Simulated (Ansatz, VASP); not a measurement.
## One calculation of Cd3InO, two programs

```xyz
5
Lattice="4.2077 0.0000 0.0000 0.0000 4.2077 0.0000 0.0000 0.0000 8.3710" Properties=species:S:1:pos:R:3 pbc="T T T"
Cd    0.0000    0.0000    6.3782
Cd    2.1039    0.0000    2.9637
Cd    0.0000    2.1039    2.9637
In    0.0000    0.0000    0.8176
O     0.0000    0.0000    4.2808
```

Alike in both runs: functional PBE; k mesh 4 × 4 × 4; occupations gaussian, width 0.1 eV; no spin polarisation.

Ansatz relaxed the structure, and its values are those at the end. VASP's run is a single point on that final structure, the one shown.

|  | VASP | Ansatz |
| --- | --- | --- |
| version | VASP 6.6.1 | Ansatz 0.2.0 |
| potentials or method | VASP PAW PBE potentials, release 64 (Cd, In_d, O), cutoff 520 eV | scalar-relativistic, plane waves, PAW |
| valence electrons in the cell | 55 | 79 |

```tsv
	VASP	Ansatz	Ansatz less VASP
gap on the k mesh at the Fermi level (eV)	none	none	-
pressure (GPa)	0.3	0.0	-0.27
rms of the force components (eV/Å)	0.052	0.007	-0.0457
```

A gap of «none» marks a metal or a gap that the smearing closes. VASP's potentials hold 55 valence electrons a cell and Ansatz's 79, so a difference there can come from the potentials and not from the codes.

The k mesh is coarse, so the values compare programs but aren't converged.
